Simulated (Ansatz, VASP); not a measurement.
**Two plane-wave programs on Mn**

File INCAR:

```
ALGO = Normal ; EDIFF = 1E-6
ENCUT = 520 ; GGA = PE
ISIF = 2 ; ISMEAR = -1
ISPIN = 2 ; LASPH = T
LCHARG = F ; LMAXMIX = 4
LORBIT = 11 ; LREAL = F
LWAVE = F ; MAGMOM = 1.799 -1.799
NBANDS = 24 ; NELM = 150
PREC = Accurate ; SIGMA = 0.05
```

KPOINTS

```
k-points
0
Gamma
  14 14 10
```

The input POSCAR:

```
Mn
1.0
    2.5015930477      0.0000000000      0.0000000000
    0.0000000000      2.5015930477      0.0000000000
    0.0000000000      0.0000000000      3.3632733664
Mn
2
Direct
    1.0000000000      0.0000000000      0.0000000000
    0.5000000000      0.5000000000      0.5000000000
```

Input for Ansatz:

```yaml
crystal:
  lattice:
    - [2.5015930477, 0.0, 0.0]
    - [0.0, 2.5015930477, 0.0]
    - [0.0, 0.0, 3.3632733664]
  atoms:
    - { symbol: Mn, position: [1.0, 0.0, 0.0], spin: 1.799 }
    - { symbol: Mn, position: [0.5, 0.5, 0.5], spin: -1.799 }
hamiltonian:
  xc: pbe
  pseudopotentials:
    kind: paw
    azcp:
      Mn: "pseudopotentials/Mn.paw.azcp"
basis:
  ecutwfc: 420
  fft_grid_basis: typed
kpoints:
  mp_grid: { grid: [14, 14, 10], shift: [0, 0, 0] }
magnetization:
  spin_polarized: true
scf:
  occupations: { method: fermi_dirac, width: 0.05 }
  lower_state_search: "off"
output:
  stress: true
```

Alike in both runs: task single point; functional PBE; k mesh 14 × 14 × 10; occupations fermi-dirac, width 0.05 eV; collinear spin.

```csv
,VASP,Ansatz
version,VASP 6.6.1,Ansatz 0.2.0
potentials or method,"VASP PAW PBE potentials, release 64 (Mn_pv), cutoff 520 eV","plane waves (420 eV) with PAW, scalar-relativistic"
valence electrons in the cell,26,30
```

VASP gave:

| Property | Result |
| --- | --- |
| pressure (GPa) | 14.5 |
| traceless stress, the component that is largest in VASP (GPa) | 0.99 |
| net moment per atom (μB) | 0.00 |
| size of the moment on the site where the two differ most (μB) | 1.27 |

Question: Which values does Ansatz return?

Answer: Pressure (GPa): 14.1; traceless stress, the component that is largest in VASP (GPa): 1.21; net moment per atom (μB): 0.00; size of the moment on the site where the two differ most (μB): 1.19.

Site moments also hang on the region over which each program counts them. The functional is the same, so the differences come from potentials, cutoffs and numerics. VASP's potentials hold 26 valence electrons a cell and Ansatz's 30, so a difference there can come from the potentials and not from the codes.
